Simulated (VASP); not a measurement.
## Al: relaxation of cell and atoms with PBE

The system is Al.

```
CELL_PARAMETERS angstrom
4.49160 0.00000 0.00000
-2.24580 3.88984 0.00000
0.00000 0.00000 2.72260
ATOMIC_POSITIONS crystal
Al 0.33333 0.66667 0.00000
Al 0.66667 0.33333 0.00000
```

| Quantity | Value |
| --- | --- |
| Program | VASP 6.6.1 |
| Task | relaxation of cell and atoms |
| Functional | PBE |
| Potentials or basis | VASP PAW PBE potentials, release 64 (Al) |
| Cutoff | 600 eV |
| k mesh | 7 × 7 × 10 |
| Occupations | fermi-dirac, width 0.05 eV |
| Spin | no spin polarisation |
| Dipole correction | no |
| Further INCAR settings | ALGO = Normal; EDIFF = 1e-06; IBRION = 2; EDIFFG = -0.01; NSW = 60; ISIF = 3 |

```yaml
Relaxed_volume: 24.61 Å³/atom
Relaxed_cell: a = 4.550 Å, b = 4.550 Å, c = 2.745 Å, α = 90.00°, β = 90.00°, γ = 120.00°
Space_group_after_relaxing_to_0.05_Å: P6/mmm (No. 191)
Energy_gained_by_relaxing: 4.3 meV/atom
Ionic_steps: 4
Pressure_after_relaxing: 0.0 GPa
Band_gap_on_the_k_mesh: zero (band 3 reaches 6.35 eV, above the bottom of band 4 at 2.98 eV)
```

The path:
```csv
step,energy change (eV),largest force (eV/Å),pressure (GPa),volume (Å³)
1,0.0000,0.0003,1.63,47.57
2,-0.0085,0.0000,-0.04,49.25
3,-0.0085,0.0000,0.04,49.16
4,-0.0086,0.0000,-0.01,49.22
```

Final structure:
```cif
data_structure
_symmetry_space_group_name_H-M 'P 1'
_symmetry_Int_Tables_number 1
_cell_length_a 4.5503
_cell_length_b 4.5503
_cell_length_c 2.7447
_cell_angle_alpha 90.000
_cell_angle_beta 90.000
_cell_angle_gamma 119.999
_cell_volume 49.22
loop_
_atom_site_label
_atom_site_type_symbol
_atom_site_fract_x
_atom_site_fract_y
_atom_site_fract_z
_atom_site_occupancy
Al1 Al 0.33333 0.66667 0.00000 1
Al2 Al 0.66667 0.33333 0.00000 1
```

Levels at points of the mesh, in eV from the Fermi level:
```tsv
k point	band 1	band 2	band 3	band 4	band 5	band 6	band 7
(0.00, 0.00, 0.00)	-8.78	-0.87	-0.86	-0.57	2.21	2.21	5.48
(0.00, 0.00, 0.50)	-4.42	-3.52	2.39	2.39	2.67	5.38	5.38
```

Run time: 34 s on 1 thread of Intel(R) Xeon(R) 6975P-C (Granite Rapids) (shared host), peak memory 0.18 GiB.
